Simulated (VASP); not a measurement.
# Rh (Fm-3m) in VASP: further runs, part 2 of 2

VASP 6.6.1. The steps go on from the part before.

## Step 5: Single point, PBE+D3(BJ)

This run uses another cell than the first one, of 13.73 Å³/atom.

INCAR

```
SYSTEM = Rh
PREC     = Accurate       ! precision mode
ENCUT    = 500            ! plane-wave cutoff, eV
EDIFF    = 1E-6           ! SCF threshold, eV
ISMEAR   = 0              ! smearing method
SIGMA    = 0.05           ! smearing width, eV
LREAL    = .FALSE.        ! projectors in reciprocal space
LASPH    = .TRUE.         ! aspherical terms in the spheres
NELM     = 120            ! most SCF steps
ALGO     = Normal         ! electronic algorithm
ISIF     = 2              ! what is computed and relaxed
LWAVE    = .FALSE.        ! write WAVECAR
LCHARG   = .TRUE.         ! write CHGCAR
GGA      = PE             ! functional
IVDW     = 12             ! dispersion correction
LELF     = .TRUE.         ! ELF
LVHAR    = .TRUE.       
NBANDS   = 14             ! bands
GGA_COMPAT= .FALSE.
```

KPOINTS

```
regular mesh
0
G
  21 21 21
  0 0 0
```

POSCAR

```
Rh
1.0
    0.0000000000      1.9007157722      1.9007157722
    1.9007157722      0.0000000000      1.9007157722
    1.9007157722      1.9007157722      0.0000000000
Rh
1
Direct
    0.0000000000      0.0000000000      0.0000000000
```

Potentials or basis: VASP PAW PBE potentials, release 64 (Rh_pv).

Run with:

```bash
cat potpaw_PBE.64/Rh_pv/POTCAR > POTCAR
mpirun -np 1 vasp_std > vasp.out
```

OUTCAR:

```text
SYSTEM = Rh
   PREC = Accurate
   ENCUT = 500
   EDIFF = 1E-6
   ISMEAR = 0
   LREAL = .FALSE.
   LASPH = .TRUE.
   NELM = 120
   ISIF = 2
   GGA = PE
   IVDW = 12
 IVDW          = 12

 ion  position               nearest neighbor table
   1  0.000  0.000  0.000-

  LATTYP: Found a face centered cubic cell.
 ALAT       =     3.8014315444

  Lattice vectors:

 A1 = (   0.0000000000,   1.9007157722,   1.9007157722)
 A2 = (   1.9007157722,   0.0000000000,   1.9007157722)
 A3 = (   1.9007157722,   1.9007157722,   0.0000000000)

Analysis of symmetry for initial positions (statically):
[... 587 lines left out ...]

------------------------ aborting loop because EDIFF is reached ----------------------------------------

 Edisp (eV)   -0.64806

 E8    (eV) :    -0.2909

  FORCE on cell =-STRESS in cart. coord.  units (eV):
  Direction    XX          YY          ZZ          XY          YZ          ZX
  --------------------------------------------------------------------------------------
  -------------------------------------------------------------------------------------
  Total      -0.13754    -0.13754    -0.13754    -0.00000    -0.00000     0.00000
  in kB     -16.04522   -16.04522   -16.04522    -0.00000    -0.00000     0.00000
  external pressure =      -16.05 kB  Pullay stress =        0.00 kB

 VOLUME and BASIS-vectors are now :
 -----------------------------------------------------------------------------
  energy-cutoff  :      500.00
  volume of cell :       13.73
      direct lattice vectors                 reciprocal lattice vectors
     0.000000000  1.900715772  1.900715772    -0.263058795  0.263058795  0.263058795
     1.900715772  0.000000000  1.900715772     0.263058795 -0.263058795  0.263058795
     1.900715772  1.900715772  0.000000000     0.263058795  0.263058795 -0.263058795

 POSITION                                       TOTAL-FORCE (eV/Angst)
 -----------------------------------------------------------------------------------
      0.00000      0.00000      0.00000         0.000000      0.000000      0.000000
 -----------------------------------------------------------------------------------
    total drift:                                0.000000      0.000000      0.000000

  FREE ENERGIE OF THE ION-ELECTRON SYSTEM (eV)
  ---------------------------------------------------
  free  energy   TOTEN  =        -7.9015679187 eV

  energy  without entropy=       -7.8999786028  energy(sigma->0) =       -7.90077326
```

OSZICAR:

```text
N       E                     dE             d eps       ncg     rms          rms(c)
DAV:   1     0.117823855135E+03    0.11782E+03   -0.86036E+03  8054   0.112E+03
DAV:   2    -0.622484701147E+01   -0.12405E+03   -0.11854E+03  8896   0.335E+02
DAV:   3    -0.774848140018E+01   -0.15236E+01   -0.15210E+01  9658   0.410E+01
DAV:   4    -0.775403235899E+01   -0.55510E-02   -0.55508E-02  8992   0.254E+00
DAV:   5    -0.775408077378E+01   -0.48415E-04   -0.48416E-04  9526   0.209E-01    0.102E+01
DAV:   6    -0.727396057788E+01    0.48012E+00   -0.79442E-01  8488   0.124E+01    0.355E+00
DAV:   7    -0.725700994766E+01    0.16951E-01   -0.18164E-02  9322   0.166E+00    0.166E+00
DAV:   8    -0.725366399207E+01    0.33460E-02   -0.35477E-03  8536   0.800E-01    0.215E-01
DAV:   9    -0.725350486602E+01    0.15913E-03   -0.11123E-04  8482   0.146E-01    0.115E-02
DAV:  10    -0.725350580835E+01   -0.94233E-06   -0.29891E-06  9148   0.209E-02
   1 F= -.79015679E+01 E0= -.79007733E+01  d E =-.158932E-02
```

Run time: 15 s. Hardware: 1 thread of Intel Xeon 6975P-C (Granite Rapids), shared host; peak memory 0.17 GiB.

What came out:

```yaml
Free_energy: -7.9016 eV
Pressure: -1.6 GPa
Band_gap_on_the_k_mesh: zero (an odd number of electrons rules out a gap without spin polarisation)
Dispersion_energy_per_atom: -0.648 eV
```

Levels at points of the mesh, in eV from the Fermi level:
```
           k point  band 5  band 6  band 7  band 8  band 9  band 10
(0.00, 0.00, 0.00)   -3.08   -3.08   -3.08   -0.99   -0.99    16.00
```

Caveat: three body term missing.

## Step 6: Single point, PBE+D3(BJ)

This run uses another cell than the first one, of 13.72 Å³/atom.

INCAR

```
  ALGO = Normal
  EDIFF = 1E-6
  ENCUT = 500
  GGA = PE
  GGA_COMPAT = F
  ISIF = 2
  ISMEAR = 0
  IVDW = 12
  LASPH = T
  LCHARG = F
  LREAL = F
  LWAVE = F
  NBANDS = 14
  NELM = 120
  PREC = Accurate
  SIGMA = 0.05
```

KPOINTS

```
k-points
0
Gamma
  21 21 21
```

POSCAR

```
Rh
1.0
    0.0000000000      1.9000000000      1.9000000000
    1.9000000000      0.0000000000      1.9000000000
    1.9000000000      1.9000000000      0.0000000000
Rh
1
Direct
    0.0000000000      0.0000000000      0.0000000000
```

Potentials or basis: VASP PAW PBE potentials, release 64 (Rh_pv).

Run with:

```bash
cat potpaw_PBE.64/Rh_pv/POTCAR > POTCAR
mpirun -np 1 vasp_std > vasp.out
```

Run time: 14 s. Hardware: 1 thread of Intel Xeon 6975P-C (Granite Rapids), shared host; peak memory 0.17 GiB.

It converged, with:

| Item | Value |
| --- | --- |
| Free energy | -7.9017 eV |
| Pressure | -1.3 GPa |
| Band gap on the k mesh | zero (an odd number of electrons rules out a gap without spin polarisation) |
| Dispersion energy per atom | -0.649 eV |

Levels at points of the mesh, in eV from the Fermi level:
```tsv
k point	band 5	band 6	band 7	band 8	band 9	band 10
(0.00, 0.00, 0.00)	-3.09	-3.09	-3.09	-1.00	-1.00	16.00
```

Caveat: three body term missing.

## Step 7: Single point, PBE+D3(BJ)

This run uses another cell than the first one, of 13.72 Å³/atom.

INCAR

```
SYSTEM = Rh
ALGO = Normal ; EDIFF = 1E-6
ENCUT = 500 ; GGA = PE
GGA_COMPAT = .FALSE. ; ISIF = 2
ISMEAR = 0 ; IVDW = 12
LASPH = .TRUE. ; LCHARG = .TRUE.
LELF = .TRUE. ; LREAL = .FALSE.
LVHAR = .TRUE. ; LWAVE = .FALSE.
NBANDS = 14 ; NELM = 120
PREC = Accurate ; SIGMA = 0.05
```

KPOINTS

```
k-points
0
G
  21 21 21
  0 0 0
```

POSCAR is that of step 6.

Potentials or basis: VASP PAW PBE potentials, release 64 (Rh_pv).

Run with:

```bash
cat potpaw_PBE.64/Rh_pv/POTCAR > POTCAR
mpirun -np 1 vasp_std > vasp.out
```

OUTCAR:

```text
SYSTEM = Rh
   EDIFF = 1E-6
   ENCUT = 500
   GGA = PE
   ISIF = 2
   ISMEAR = 0
   IVDW = 12
   LASPH = .TRUE.
   LREAL = .FALSE.
   NELM = 120
   PREC = Accurate
 IVDW          = 12

 ion  position               nearest neighbor table
   1  0.000  0.000  0.000-

  LATTYP: Found a face centered cubic cell.
 ALAT       =     3.8000000000

  Lattice vectors:

 A1 = (   0.0000000000,   1.9000000000,   1.9000000000)
 A2 = (   1.9000000000,   0.0000000000,   1.9000000000)
 A3 = (   1.9000000000,   1.9000000000,   0.0000000000)

Analysis of symmetry for initial positions (statically):
=====================================================================
 Subroutine PRICEL returns:
 Original cell was already a primitive cell.

 Routine SETGRP: Setting up the symmetry group for a
 face centered cubic supercell.

 Subroutine GETGRP returns: Found 48 space group operations
 (whereof 48 operations were pure point group operations)
 out of a pool of 48 trial point group operations.

The static configuration has the point symmetry O_h .

Analysis of symmetry for dynamics (positions and initial velocities):
=====================================================================
 Subroutine PRICEL returns:
 Original cell was already a primitive cell.

 Routine SETGRP: Setting up the symmetry group for a
 face centered cubic supercell.

 Subroutine GETGRP returns: Found 48 space group operations
 (whereof 48 operations were pure point group operations)
 out of a pool of 48 trial point group operations.

The dynamic configuration has the point symmetry O_h .

 Subroutine INISYM returns: Found 48 space group operations
 (whereof 48 operations are pure point group operations),
 and found     1 'primitive' translations

----------------------------------------------------------------------------------------

                                     Primitive cell

  volume of cell :      13.7180

  direct lattice vectors                    reciprocal lattice vectors
     0.000000000  1.900000000  1.900000000    -0.263157895  0.263157895  0.263157895
     1.900000000  0.000000000  1.900000000     0.263157895 -0.263157895  0.263157895
     1.900000000  1.900000000  0.000000000     0.263157895  0.263157895 -0.263157895

  length of vectors
     2.687005769  2.687005769  2.687005769     0.455802844  0.455802844  0.455802844

  position of ions in fractional coordinates (direct lattice)
     0.000000000  0.000000000  0.000000000

  ion indices of the primitive-cell ions
   primitive index   ion index
                 1           1

----------------------------------------------------------------------------------------

 KPOINTS: k-points

Automatic generation of k-mesh.
 Grid dimensions read from file:
 generate k-points for:   21   21   21

 Generating k-lattice:

  Cartesian coordinates                     Fractional coordinates (reciprocal lattice)
    -0.012531328  0.012531328  0.012531328     0.047619048  0.000000000  0.000000000
     0.012531328 -0.012531328  0.012531328     0.000000000  0.047619048  0.000000000
     0.012531328  0.012531328 -0.012531328     0.000000000  0.000000000  0.047619048

  Length of vectors
     0.021704897  0.021704897  0.021704897

  Shift w.r.t. Gamma in fractional coordinates (k-lattice)
     0.000000000  0.000000000  0.000000000

 Subroutine IBZKPT returns following result:
 ===========================================

 Found    286 irreducible k-points:

 Following reciprocal coordinates:
            Coordinates               Weight
  0.000000  0.000000  0.000000      1.000000
  0.047619  0.000000  0.000000      8.000000
  0.095238  0.000000  0.000000      8.000000
  0.142857  0.000000  0.000000      8.000000
  0.190476  0.000000  0.000000      8.000000
  0.238095  0.000000  0.000000      8.000000
[... 16 lines left out ...]
 -0.428571  0.047619  0.000000     24.000000
 -0.380952  0.047619  0.000000     24.000000
 [... further k-points ...]
   k-points           NKPTS =    286   k-points in BZ     NKDIM =    286   number of bands    NBANDS=     14
   number of dos      NEDOS =    301   number of ions     NIONS =      1
   total plane-waves  NPLWV =   8000
   dimension x,y,z NGX =    20 NGY =   20 NGZ =   20
   dimension x,y,z NGXF=    40 NGYF=   40 NGZF=   40
   ions per type =               1
   NGX,Y,Z   is equivalent  to a cutoff of  12.37, 12.37, 12.37 a.u.
   NGXF,Y,Z  is equivalent  to a cutoff of  24.75, 24.75, 24.75 a.u.
 SYSTEM =  Rh
   PREC   = accura    normal or accurate (medium, high low for compatibility)
   ISTART =      0    job   : 0-new  1-cont  2-samecut
   ICHARG =      2    charge: 1-file 2-atom 10-const
   ISPIN  =      1    spin polarized calculation?
   LNONCOLLINEAR =      F non collinear calculations
   LSORBIT =      F    spin-orbit coupling
   LASPH  =      T    aspherical Exc in radial PAW
   ENCUT  =  500.0 eV  36.75 Ry    6.06 a.u.   4.90  4.90  4.90*2*pi/ulx,y,z
   NELM   =    120;   NELMIN=  2; NELMDL= -5     # of ELM steps
   EDIFF  = 0.1E-05   stopping-criterion for ELM
   LREAL  =      F    real-space projection
   EDIFFG = 0.1E-04   stopping-criterion for IOM
   NSW    =      0    number of steps for IOM
   IBRION =     -1    ionic relax: 0-MD 1-quasi-New 2-CG
   NFREE  =      0    steps in history (QN), initial steepest desc. (CG)
   ISIF   =      2    stress and relaxation
   ISYM   =      2    0-nonsym 1-usesym 2-fastsym
   POTIM  = 0.5000    time-step for ionic-motion
   TEBEG  =    0.0;   TEEND  =   0.0 temperature during run
   PSTRESS=    0.0 pullay stress
   NELECT =      15.0000    total number of electrons
   NUPDOWN=      -1.0000    fix difference up-down
   EMIN   =  10.00;   EMAX   =-10.00  energy-range for DOS
   EFERMI =   0.00;   METHOD = LEGACY
   ISMEAR =     0;   SIGMA  =   0.05  broadening in eV -4-tet -1-fermi 0-gaus
   EFERMI_NEDOS =   21; number of points for ismear=-14 and -15
   IALGO  =     38    algorithm
   IMIX   =      4    mixing-type and parameters
     AMIX     =   0.40;   BMIX     =  1.00
     AMIX_MAG =   1.60;   BMIX_MAG =  1.00
  volume/ion in A,a.u.               =      13.72        92.57
  Fermi-wavevector in a.u.,A,eV,Ry     =   1.686585  3.187184 38.702725  2.844570
  Thomas-Fermi vector in A             =   2.769224
   LORBIT       =      0    0 simple, 1 ext, 2 COOP (PROOUT), +10 PAW based schemes
   GGA     = PE    functional components
   LHFCALC =     F    Hartree Fock is set to
   AEXX    =    0.0000 exact exchange contribution
   IVDW    =    12    specifies the selected vdW correction
   LEPSILON=     F    determine dielectric tensor
   LRPA    =     F    only Hartree local field effects (RPA)
 non-spin polarized calculation
 Gauss-broadening in eV      SIGMA  =   0.05
  energy-cutoff  :      500.00
  volume of cell :       13.72
 maximum number of plane-waves:       360
   NGX =  9   NGY =  9   NGZ =  9

 number of electron      15.0000007 magnetization

 Free energy of the ion-electron system (eV)
  ---------------------------------------------------
  ext. energy  EPLUGINS =         0.00000000
  ---------------------------------------------------
  free energy    TOTEN  =        -7.25289208 eV

  energy without entropy =       -7.25130617  energy(sigma->0) =       -7.25209912

 E-fermi :  11.9409     XC(G=0): -14.0471

 val. band max:       11.9368813379   @ k =   0.4286   0.0000   0.0000
 cond. band min:      11.9419865342   @ k =   0.4762   0.3810   0.0952
 fundamental gap:      0.0051051963
 Fermi energy:        11.9409208633

 k-point     1 :       0.0000    0.0000    0.0000
  band No.  band energies     occupation
      1     -34.4455      2.00000
      2     -34.4455      2.00000
      3     -34.4455      2.00000
      4       3.9694      2.00000
      5       8.8530      2.00000
      6       8.8530      2.00000
      7       8.8530      2.00000
      8      10.9448      2.00000
      9      10.9448      2.00000
     10      27.9406      0.00000
     11      32.4563      0.00000
     12      33.4131      0.00000
     13      33.4131      0.00000
     14      33.4131      0.00000
[... 375 lines left out ...]
 k-point    24 :      -0.3810    0.0476    0.0000
  band No.  band energies     occupation
      1     -35.1062      2.00000
      2     -34.5546      2.00000
      3     -34.5342      2.00000
      4       5.9687      2.00000
      5       8.8449      2.00000
      6       8.9273      2.00000
      7      10.8841      2.00000
      8      11.9936      0.13587
      9      12.7767      0.00000
     10      22.4119      0.00000
     11      28.0354      0.00000
     12      32.4570      0.00000
     13      33.3766      0.00000
     14      34.5789      0.00000

 [... further k-points ...]

------------------------ aborting loop because EDIFF is reached ----------------------------------------

 Edisp (eV)   -0.64883

 E8    (eV) :    -0.2912

  FORCE on cell =-STRESS in cart. coord.  units (eV):
  Direction    XX          YY          ZZ          XY          YZ          ZX
  --------------------------------------------------------------------------------------
  -------------------------------------------------------------------------------------
  Total      -0.11093    -0.11093    -0.11093    -0.00000    -0.00000     0.00000
  in kB     -12.95572   -12.95572   -12.95572    -0.00000    -0.00000     0.00000
  external pressure =      -12.96 kB  Pullay stress =        0.00 kB

 VOLUME and BASIS-vectors are now :
 -----------------------------------------------------------------------------
  energy-cutoff  :      500.00
  volume of cell :       13.72
      direct lattice vectors                 reciprocal lattice vectors
     0.000000000  1.900000000  1.900000000    -0.263157895  0.263157895  0.263157895
     1.900000000  0.000000000  1.900000000     0.263157895 -0.263157895  0.263157895
     1.900000000  1.900000000  0.000000000     0.263157895  0.263157895 -0.263157895

 POSITION                                       TOTAL-FORCE (eV/Angst)
 -----------------------------------------------------------------------------------
      0.00000      0.00000      0.00000         0.000000      0.000000     -0.000000
 -----------------------------------------------------------------------------------
    total drift:                                0.000000     -0.000000     -0.000000

  FREE ENERGIE OF THE ION-ELECTRON SYSTEM (eV)
  ---------------------------------------------------
  free  energy   TOTEN  =        -7.9017187704 eV

  energy  without entropy=       -7.9001328595  energy(sigma->0) =       -7.90092581
```

OSZICAR:

```text
N       E                     dE             d eps       ncg     rms          rms(c)
DAV:   1     0.118712492014E+03    0.11871E+03   -0.85496E+03  8014   0.111E+03
DAV:   2    -0.621451092501E+01   -0.12493E+03   -0.11933E+03  8962   0.337E+02
DAV:   3    -0.774757729392E+01   -0.15331E+01   -0.15309E+01  9562   0.412E+01
DAV:   4    -0.775320086244E+01   -0.56236E-02   -0.56233E-02  9226   0.256E+00
DAV:   5    -0.775325090918E+01   -0.50047E-04   -0.50044E-04  9388   0.213E-01    0.102E+01
DAV:   6    -0.727345172539E+01    0.47980E+00   -0.79250E-01  8512   0.124E+01    0.357E+00
DAV:   7    -0.725640436443E+01    0.17047E-01   -0.18352E-02  9274   0.167E+00    0.166E+00
DAV:   8    -0.725305060438E+01    0.33538E-02   -0.35597E-03  8548   0.802E-01    0.216E-01
DAV:   9    -0.725289115314E+01    0.15945E-03   -0.11138E-04  8482   0.146E-01    0.115E-02
DAV:  10    -0.725289207910E+01   -0.92596E-06   -0.29929E-06  9118   0.209E-02
   1 F= -.79017188E+01 E0= -.79009258E+01  d E =-.158591E-02
```

Wall time 16 s (1 thread of Intel Xeon 6975P-C (Granite Rapids), shared host); peak memory 0.17 GiB.

Results:

* Free energy: -7.9017 eV
* Pressure: -1.3 GPa
* Band gap on the k mesh: zero (an odd number of electrons rules out a gap without spin polarisation)
* Dispersion energy per atom: -0.649 eV

Caveat: three body term missing.

## Step 8: Summary

```tsv
cell	gap on the mesh (eV)	pressure (GPa)
a = 2.612 Å, angles 60.0°, 1 atom	none	27.9
a = 2.633 Å, angles 60.0°, 1 atom	none	18.1
a = 2.658 Å, angles 60.0°, 1 atom	none	8.3
a = 2.688 Å, angles 60.0°, 1 atom	none	-1.6
a = 2.687 Å, angles 60.0°, 1 atom	none	-1.3
```

Alike in all rows: task single point; level PBE+D3(BJ); potentials or basis VASP PAW PBE potentials, release 64 (Rh_pv); no spin polarisation; k mesh 21 × 21 × 21; cutoff (eV) 500; smearing gaussian 0.05 eV.

Caveats: three body term missing; the cell stands under pressure (at least some runs).

Absolute energies hang on the potentials; compare differences alone.
